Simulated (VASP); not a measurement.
Wanted: the native input for a VASP 6.6.1 run.

```
Task                   : single point
Functional             : r2SCAN
Potentials or basis    : VASP PAW PBE potentials, release 64 (Rh_sv_GW)
Cutoff                 : 580 eV
k mesh                 : 8 × 8 × 4
Occupations            : gaussian, width 0.15 eV
Spin                   : no spin polarisation
Dipole correction      : no
Second run             : valence_matched
Further INCAR settings : ALGO = Normal; EDIFF = 1e-06; NBANDS = 24
```

The system is Rh.

```
Rh
1.0
     1.34415    2.32814    0.00000
    -1.34415    2.32814    0.00000
     0.00000    0.00000    4.24734
Rh
2
Direct
  0.33333 0.33334 0.25000
  0.66666 0.66667 0.75000
```

These files were run (other wordings do the same):

POSCAR

```
Rh
1.0
    1.3441500000      2.3281360000      0.0000000000
   -1.3441500000      2.3281360000      0.0000000000
    0.0000000000      0.0000000000      4.2473390000
Rh
2
Direct
    0.3333300000      0.3333400000      0.2500000000
    0.6666600000      0.6666700000      0.7500000000
```

INCAR.step1

```
SYSTEM = Rh
ALGO     = Normal         ! electronic algorithm
EDIFF    = 1E-5           ! SCF threshold, eV
ENCUT    = 580            ! plane-wave cutoff, eV
GGA      = PE             ! functional
GGA_COMPAT= .FALSE.      
ISMEAR   = 0              ! smearing method
LASPH    = .TRUE.         ! aspherical terms in the spheres
LCHARG   = .FALSE.        ! write CHGCAR
LREAL    = .FALSE.        ! projectors in reciprocal space
LWAVE    = .TRUE.         ! write WAVECAR
NBANDS   = 24             ! bands
NELM     = 120            ! most SCF steps
PREC     = Accurate       ! precision mode
SIGMA    = 0.15           ! smearing width, eV
```

INCAR.step2

```
SYSTEM = Rh
ALGO     = Normal         ! electronic algorithm
EDIFF    = 1E-6           ! SCF threshold, eV
ENCUT    = 580            ! plane-wave cutoff, eV
GGA_COMPAT= .FALSE.      
ISIF     = 2              ! what is computed and relaxed
ISMEAR   = 0              ! smearing method
ISTART   = 1            
LASPH    = .TRUE.         ! aspherical terms in the spheres
LCHARG   = .TRUE.         ! write CHGCAR
LELF     = .TRUE.         ! ELF
LMIXTAU  = .TRUE.       
LREAL    = .FALSE.        ! projectors in reciprocal space
LVHAR    = .TRUE.       
LWAVE    = .FALSE.        ! write WAVECAR
METAGGA  = R2SCAN         ! meta-GGA
NBANDS   = 24             ! bands
NELM     = 120            ! most SCF steps
PREC     = Accurate       ! precision mode
SIGMA    = 0.15           ! smearing width, eV
```

KPOINTS

```
k-points
0
G
  8 8 4
  0 0 0
```

Potentials or basis: VASP PAW PBE potentials, release 64 (Rh_sv_GW).

Command:

```console
$ cat potpaw_PBE.64/Rh_sv_GW/POTCAR > POTCAR
$ cp INCAR.step1 INCAR
$ mpirun -np 1 vasp_std > vasp.out
$ cp INCAR.step2 INCAR
$ mpirun -np 1 vasp_std > vasp.out
```

It gave:

```yaml
Pressure: 9.5 GPa
Band_gap_on_the_k_mesh: zero (band 17 reaches 12.11 eV, above the bottom of band 18 at 9.84 eV)
```

Caveat: the k points lie up to 0.37 Å⁻¹ apart; the PAW data sets were made with another functional, which shifts forces and pressure a little.

It took 110 s on 1 thread of Intel(R) Xeon(R) Platinum 8259CL CPU @ 2.50GHz (Skylake/Cascade Lake), with other jobs on the host, peak memory 0.2 GiB.
